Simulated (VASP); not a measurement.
Runs of VASP 6.6.1 on Te3MoPt. The structure is that of space group P4mm (No. 99), or close to it. The cells are those of the table. 

```tsv
task	cell	k mesh	cutoff (eV)	gap on the mesh (eV)	pressure (GPa)	largest force (eV/Å)
single point	a = 4.132, b = 4.132, c = 8.103 Å, 5 atoms	4 × 4 × 4	520	none	0.0	0.04
relaxation of cell and atoms	relaxed from a = 4.674, b = 4.674, c = 5.924 Å, 5 atoms	4 × 4 × 4	600	none	0.1	0.03
single point	a = 4.134, b = 4.134, c = 8.291 Å, 5 atoms	10 × 10 × 6	520	none	0.0	0.03
single point	a = 4.674, b = 4.674, c = 5.924 Å, 5 atoms	4 × 4 × 4	520	none	5.5	(a)
```

Alike in all rows: level PBE; potentials or basis VASP PAW PBE potentials, release 64 (Te, Mo_sv, Pt); no spin polarisation; smearing gaussian 0.1 eV.

Problem. Estimate the missing entries.

Solution. (a) 4.58.

Caveats: some runs use coarse meshes; spin-orbit coupling is left out, which moves the levels of the heavy elements; this functional lacks dispersion, which binds the layers, so the pressure and a relaxed spacing across them are unreliable (some runs); forces of over 1 eV/Å act on the atoms, so gaps and moduli don't describe the material at rest (some runs).

A k mesh can miss the band edges, and the runs leave out spin-orbit coupling on Mo, Pt, Te.

A gap of «none» marks levels without a gap at the run's occupations.
